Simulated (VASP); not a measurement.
# NaCl (Pm-3m) in VASP: notebook

Runs on NaCl. Level: LDA. Tasks: vibrations by perturbation theory.

Program: VASP 6.6.1. These are calculated values, not measurements. Logs are shortened: lines on timing, memory, paths and dates and some standing lists are left out, and cuts for length are marked.

## 1. The cell of the first run

The structure is cubic, space group Pm-3m (No. 221). Conventional cell: a = 3.295 Å, b = 3.295 Å, c = 3.295 Å, α = 90.00°, β = 90.00°, γ = 90.00°. Na (site symmetry m-3m) has 8 Cl at 2.85 Å and 6 Na at 3.29 Å within 3.8 Å. Cl (site symmetry m-3m) has 8 Na at 2.85 Å and 6 Cl at 3.29 Å within 3.8 Å.

## 2. Vibrations by perturbation theory, LDA

INCAR reads:

```
ALGO = Normal ; EDIFF = 1E-8
ENCUT = 520 ; GGA = CA
IBRION = 8 ; ISIF = 2
ISMEAR = 0 ; LASPH = True
LCHARG = True ; LEPSILON = True
LREAL = False ; LWAVE = False
NELM = 100 ; NSW = 1
PREC = Accurate ; SIGMA = 0.01
```

KPOINTS reads:

```
k-points
0
Gamma
  8 8 8
```

POSCAR reads:

```
NaCl
1.0
    3.2950000000      0.0000000000      0.0000000000
    0.0000000000      3.2950000000      0.0000000000
    0.0000000000      0.0000000000      3.2950000000
Na Cl
1 1
Direct
    0.0000000000      0.0000000000      0.0000000000
    0.5000000000      0.5000000000      0.5000000000
```

Potentials or basis: VASP PAW LDA potentials, release 64 (Na_pv, Cl).

Command:

```sh
$ cat potpaw_LDA.64/Na_pv/POTCAR potpaw_LDA.64/Cl/POTCAR > POTCAR
$ mpirun -np 1 vasp_std > vasp.out
```

OUTCAR:

```text
EDIFF = 1E-8
   ENCUT = 520
   GGA = CA
   IBRION = 8
   ISIF = 2
   ISMEAR = 0
   LASPH = True
   LEPSILON = True
   LREAL = False
   NELM = 100
   NSW = 1
   PREC = Accurate

 ion  position               nearest neighbor table
   1  0.000  0.000  0.000-
   2  0.500  0.500  0.500-

  LATTYP: Found a simple cubic cell.
 ALAT       =     3.2950000000

  Lattice vectors:

 A1 = (   3.2950000000,   0.0000000000,   0.0000000000)
 A2 = (   0.0000000000,   3.2950000000,   0.0000000000)
 A3 = (   0.0000000000,   0.0000000000,   3.2950000000)

Analysis of symmetry for initial positions (statically):
=====================================================================
 Subroutine PRICEL returns:
 Original cell was already a primitive cell.

 Routine SETGRP: Setting up the symmetry group for a
 simple cubic supercell.

 Subroutine GETGRP returns: Found 48 space group operations
 (whereof 48 operations were pure point group operations)
 out of a pool of 48 trial point group operations.

The static configuration has the point symmetry O_h .

Analysis of symmetry for dynamics (positions and initial velocities):
=====================================================================
 Subroutine PRICEL returns:
 Original cell was already a primitive cell.

 Routine SETGRP: Setting up the symmetry group for a
 simple cubic supercell.

 Subroutine GETGRP returns: Found 48 space group operations
 (whereof 48 operations were pure point group operations)
 out of a pool of 48 trial point group operations.

The dynamic configuration has the point symmetry O_h .

 Subroutine INISYM returns: Found 48 space group operations
 (whereof 48 operations are pure point group operations),
 and found     1 'primitive' translations

----------------------------------------------------------------------------------------

                                     Primitive cell

  volume of cell :      35.7739

  direct lattice vectors                    reciprocal lattice vectors
     3.295000000  0.000000000  0.000000000     0.303490137  0.000000000  0.000000000
     0.000000000  3.295000000  0.000000000     0.000000000  0.303490137  0.000000000
     0.000000000  0.000000000  3.295000000     0.000000000  0.000000000  0.303490137

  length of vectors
     3.295000000  3.295000000  3.295000000     0.303490137  0.303490137  0.303490137

  position of ions in fractional coordinates (direct lattice)
     0.000000000  0.000000000  0.000000000
     0.500000000  0.500000000  0.500000000

  ion indices of the primitive-cell ions
   primitive index   ion index
                 1           1
                 2           2

----------------------------------------------------------------------------------------

 KPOINTS: k-points

Automatic generation of k-mesh.
 Grid dimensions read from file:
 generate k-points for:    8    8    8

 Generating k-lattice:

  Cartesian coordinates                     Fractional coordinates (reciprocal lattice)
     0.037936267  0.000000000  0.000000000     0.125000000  0.000000000  0.000000000
     0.000000000  0.037936267  0.000000000     0.000000000  0.125000000  0.000000000
[... 485 lines left out ...]
  ---------------------------------------------------
  free energy    TOTEN  =        -0.20830423 eV

  energy without entropy =       -0.20830423

------------------------ aborting loop because EDIFF is reached ----------------------------------------

--------------------------------------- Ionic step        2  -------------------------------------------

------------------------ aborting loop because EDIFF is reached ----------------------------------------

--------------------------------------- Ionic step        3  -------------------------------------------

------------------------ aborting loop because EDIFF is reached ----------------------------------------

 PIEZOELECTRIC TENSOR FIELD DIRECTION 3  (e Angst)
 -----------------------------------------------------------------------------
    -0.00029  0.00000  0.00000           ( -0.00000  0.00000  0.00000)
     0.00000 -0.00029 -0.00000           (  0.00000 -0.00000  0.00000)
     0.00000 -0.00000  0.00010           (  0.00000  0.00000 -0.00000)

 PIEZOELECTRIC TENSOR FIELD DIRECTION 3  (C/m^2)
 -----------------------------------------------------------------------------
    -0.00013  0.00000  0.00000
     0.00000 -0.00013 -0.00000
     0.00000 -0.00000  0.00005

--------------------------------------- Ionic step        4  -------------------------------------------

------------------------ aborting loop because EDIFF is reached ----------------------------------------

[... ionic steps 5 to 6 ...]

--------------------------------------- Ionic step        7  -------------------------------------------

 Free energy of the ion-electron system (eV)
  ---------------------------------------------------
  ---------------------------------------------------
  free energy    TOTEN  =        -0.18689222 eV

  energy without entropy =       -0.18689222

------------------------ aborting loop because EDIFF is reached ----------------------------------------

 INTERNAL STRAIN TENSOR  FOR ION    2  DIRECTION 1   (eV/Angst):
 -----------------------------------------------------------------------------
     0.00066  0.00000  0.00000
     0.00000  0.00798 -0.00000
    -0.00000 -0.00000  0.00798

 MACROSCOPIC STATIC DIELECTRIC TENSOR (including local field effects in DFT)
 ------------------------------------------------------
           2.943518     0.000000    -0.000000
           0.000000     2.943518    -0.000000
           0.000000     0.000000     2.943518
 ------------------------------------------------------

 PIEZOELECTRIC TENSOR (including local field effects)  for field in x, y, z        (e  Angst)
          XX          YY          ZZ          XY          YZ          ZX
  --------------------------------------------------------------------------------
  x     0.00000     0.00000     0.00000     0.00000     0.00000     0.00000
  y     0.00000     0.00000     0.00000     0.00000     0.00000     0.00000
  z     0.00000     0.00000     0.00000     0.00000     0.00000     0.00000

 PIEZOELECTRIC TENSOR (including local field effects)  for field in x, y, z        (C/m^2)
          XX          YY          ZZ          XY          YZ          ZX
  --------------------------------------------------------------------------------
  x     0.00000     0.00000     0.00000     0.00000     0.00000     0.00000
  y     0.00000     0.00000     0.00000     0.00000     0.00000     0.00000
  z     0.00000     0.00000     0.00000     0.00000     0.00000     0.00000

 BORN EFFECTIVE CHARGES (including local field effects) (in |e|, cummulative output)
 ---------------------------------------------------------------------------------
 ion    1
    1     1.14882    -0.00000     0.00000
    2    -0.00000     1.14882     0.00000
    3     0.00000     0.00000     1.14882
 ion    2
    1    -1.14882     0.00000    -0.00000
    2     0.00000    -1.14882    -0.00000
    3    -0.00000    -0.00000    -1.14882

 INTERNAL STRAIN TENSOR FOR ION    2 for displacements in x,y,z  (eV/Angst):
          X           Y           Z          XY          YZ          ZX
  --------------------------------------------------------------------------------
  x     0.00000     0.00000     0.00000     0.00000     0.00000     0.00000
  y     0.00000     0.00000     0.00000     0.00000     0.00000     0.00000
  z     0.00000     0.00000     0.00000     0.00000     0.00000     0.00000

 SECOND DERIVATIVES (NOT SYMMETRIZED)
 ------------------------------------
               1X          1Y          1Z          2X          2Y          2Z
  1X    -1.083622   -0.000000   -0.000000    1.083622    0.000000    0.000000
  1Y    -0.000000   -1.083622    0.000000    0.000000    1.083622   -0.000000
  1Z    -0.000000   -0.000000   -1.083622    0.000000    0.000000    1.083622
  2X     1.096979    0.000000    0.000000   -1.096979   -0.000000    0.000000
  2Y     0.000000    1.096979   -0.000000   -0.000000   -1.096979    0.000000
  2Z    -0.000000    0.000000    1.096979    0.000000    0.000000   -1.096979

 Eigenvectors and eigenvalues of the dynamical matrix
 ----------------------------------------------------

   1 f  =    4.368298 THz    27.446825 2PiTHz  145.710731 cm-1    18.065820 meV
             X         Y         Z           dx          dy          dz
      0.000000  0.000000  0.000000    -0.776979    0.000000    0.000000
      1.647500  1.647500  1.647500     0.629527   -0.000000    0.000000
[... 21 lines left out ...]
   6 f/i=    0.013089 THz     0.082238 2PiTHz    0.436588 cm-1     0.054130 meV
             X         Y         Z           dx          dy          dz
      0.000000  0.000000  0.000000    -0.000000    0.218214    0.590497
      1.647500  1.647500  1.647500     0.000000    0.269325    0.728807

--------------------------------------------------------------------------------------------------------

 MACROSCOPIC STATIC DIELECTRIC TENSOR IONIC CONTRIBUTION
 ------------------------------------------------------
           6.122804     0.000000     0.000000
           0.000000     6.122804    -0.000000
           0.000000    -0.000000     6.122804
 ------------------------------------------------------

 ELASTIC MODULI CONTR FROM IONIC RELAXATION (kBar)
 Direction    XX          YY          ZZ          XY          YZ          ZX
 --------------------------------------------------------------------------------
 XX           0.0000      0.0000      0.0000      0.0000      0.0000      0.0000
 YY           0.0000      0.0000      0.0000      0.0000      0.0000      0.0000
 ZZ           0.0000      0.0000      0.0000      0.0000      0.0000      0.0000
 XY           0.0000      0.0000      0.0000      0.0000      0.0000      0.0000
 YZ           0.0000      0.0000      0.0000      0.0000      0.0000      0.0000
 ZX           0.0000      0.0000      0.0000      0.0000      0.0000      0.0000
 --------------------------------------------------------------------------------

 PIEZOELECTRIC TENSOR IONIC CONTR  for field in x, y, z        (C/m^2)
          XX          YY          ZZ          XY          YZ          ZX
  --------------------------------------------------------------------------------
  x     0.00000     0.00000     0.00000     0.00000     0.00000     0.00000
  y     0.00000     0.00000     0.00000     0.00000     0.00000     0.00000
  z     0.00000     0.00000     0.00000     0.00000     0.00000     0.00000
```

Run time: 6.1 min. Hardware: 1 thread of Intel Xeon 8259CL, shared host; peak memory 0.21 GiB.

What came out:

- Electronic dielectric tensor (diagonal): 2.94
- Born charges (mean of the diagonal): Na +1.15; Cl -1.15 e
- Highest phonon frequency at Γ, LO-TO splitting left out: 146 cm⁻¹

Phonon frequencies in cm⁻¹ (negative: imaginary):
```tsv
q point	frequencies
(0.000, 0.000, 0.000)	0 0 0 146 146 146
```

Electronic dielectric tensor:
```
2.94 0.00 0.00
0.00 2.94 0.00
0.00 0.00 2.94
```

Born effective charge tensors (e):
atom 1, Na
```
1.15 0.00 0.00
0.00 1.15 0.00
0.00 0.00 1.15
```
atom 2, Cl
```
-1.15  0.00  0.00
 0.00 -1.15  0.00
 0.00  0.00 -1.15
```

Caveat: the cell stands under pressure or tension, which shifts response properties.

## 3. Vibrations by perturbation theory, LDA

This run uses another cell than the first one, of 19.11 Å³/atom.

INCAR reads:

```
SYSTEM = NaCl
PREC = Accurate
ENCUT = 520
EDIFF = 1E-8
ISMEAR = 0
SIGMA = 0.01
LREAL = .False.
LASPH = .True.
NELM = 80
ALGO = Normal
ISIF = 2
LWAVE = .False.
LCHARG = .True.
IBRION = 8
NSW = 1
LEPSILON = .True.
```

KPOINTS reads:

```
regular mesh
0
Gamma
  8 8 8
  0 0 0
```

POSCAR reads:

```
NaCl
1.0
    3.3684000000      0.0000000000      0.0000000000
    0.0000000000      3.3684000000      0.0000000000
    0.0000000000      0.0000000000      3.3684000000
Na Cl
1 1
Direct
    0.0000000000      0.0000000000      0.0000000000
    0.5000000000      0.5000000000      0.5000000000
```

Potentials or basis: VASP PAW LDA potentials, release 64 (Na_pv, Cl).

Command:

```sh
$ cat potpaw_LDA.64/Na_pv/POTCAR potpaw_LDA.64/Cl/POTCAR > POTCAR
$ mpirun -np 1 vasp_std > vasp.out
```

OUTCAR:

```text
SYSTEM = NaCl
   PREC = Accurate
   ENCUT = 520
   EDIFF = 1E-8
   ISMEAR = 0
   LREAL = .False.
   LASPH = .True.
   NELM = 80
   ISIF = 2
   IBRION = 8
   NSW = 1
   LEPSILON = .True.

 ion  position               nearest neighbor table
   1  0.000  0.000  0.000-
   2  0.500  0.500  0.500-

  LATTYP: Found a simple cubic cell.
 ALAT       =     3.3684000000
[... 664 lines left out ...]
      0.000000  0.000000  0.000000    -0.000000   -0.000000    0.779281
      1.684200  1.684200  1.684200     0.000000    0.000000   -0.626675
[... 21 lines left out ...]
   6 f/i=    0.002326 THz     0.014612 2PiTHz    0.077573 cm-1     0.009618 meV
             X         Y         Z           dx          dy          dz
      0.000000  0.000000  0.000000    -0.040442   -0.625369   -0.000000
      1.684200  1.684200  1.684200    -0.050290   -0.777656    0.000000

--------------------------------------------------------------------------------------------------------

 MACROSCOPIC STATIC DIELECTRIC TENSOR IONIC CONTRIBUTION
 ------------------------------------------------------
           9.338883    -0.000000     0.000000
          -0.000000     9.338883     0.000000
           0.000000     0.000000     9.338883
 ------------------------------------------------------

 ELASTIC MODULI CONTR FROM IONIC RELAXATION (kBar)
 Direction    XX          YY          ZZ          XY          YZ          ZX
 --------------------------------------------------------------------------------
 XX           0.0000      0.0000      0.0000      0.0000      0.0000      0.0000
 YY           0.0000      0.0000      0.0000      0.0000      0.0000      0.0000
 ZZ           0.0000      0.0000      0.0000      0.0000      0.0000      0.0000
 XY           0.0000      0.0000      0.0000      0.0000      0.0000      0.0000
 YZ           0.0000      0.0000      0.0000      0.0000      0.0000      0.0000
 ZX           0.0000      0.0000      0.0000      0.0000      0.0000      0.0000
 --------------------------------------------------------------------------------

 PIEZOELECTRIC TENSOR IONIC CONTR  for field in x, y, z        (C/m^2)
          XX          YY          ZZ          XY          YZ          ZX
  --------------------------------------------------------------------------------
  x     0.00000     0.00000     0.00000     0.00000     0.00000     0.00000
  y     0.00000     0.00000     0.00000     0.00000     0.00000     0.00000
  z     0.00000     0.00000     0.00000     0.00000     0.00000     0.00000
```

OSZICAR:

```text
N       E                     dE             d eps       ncg     rms          rms(c)
DAV:   1     0.933594727302E+02    0.93359E+02   -0.74288E+03   773   0.133E+03
DAV:   2    -0.172568431485E-01   -0.93377E+02   -0.85736E+02   875   0.280E+02
DAV:   3    -0.720102996640E+01   -0.71838E+01   -0.71415E+01   899   0.779E+01
DAV:   4    -0.734427686284E+01   -0.14325E+00   -0.14309E+00   931   0.114E+01
[... 167 lines left out ...]
RMM:  10    -0.187719363384E+00   -0.14735E-06   -0.19916E-07  3100   0.129E-04    0.136E-05
RMM:  11    -0.187719336464E+00    0.26920E-07    0.32101E-07  2952   0.545E-05    0.537E-06
RMM:  12    -0.187719385813E+00   -0.49350E-07    0.40517E-08  2743   0.336E-05    0.934E-07
RMM:  13    -0.187719395616E+00   -0.98021E-08    0.10940E-07  2586   0.257E-05    0.510E-07
RMM:  14    -0.187719390960E+00    0.46560E-08    0.10552E-07  1882   0.228E-05    0.196E-07
RMM:  15    -0.187719389182E+00    0.17776E-08    0.93896E-08  1758   0.220E-05    0.331E-08
 Linear response finished
```

Wall time 6.3 min (1 thread of Intel Xeon 8259CL, shared host); peak memory 0.21 GiB.

What came out:

* Electronic dielectric tensor (diagonal): 2.89
* Born charges (mean of the diagonal): Na +1.17; Cl -1.17 e
* Highest phonon frequency at Γ, LO-TO splitting left out: 116 cm⁻¹

Phonon frequencies in cm⁻¹ (negative: imaginary):
```csv
q point,frequencies
"(0.000, 0.000, 0.000)",0 0 0 116 116 116
```

Electronic dielectric tensor:
```
2.89 0.00 0.00
0.00 2.89 0.00
0.00 0.00 2.89
```

Born effective charge tensors (e):
atom 1, Na
```
1.17 0.00 0.00
0.00 1.17 0.00
0.00 0.00 1.17
```
atom 2, Cl
```
-1.17  0.00  0.00
 0.00 -1.17  0.00
 0.00  0.00 -1.17
```
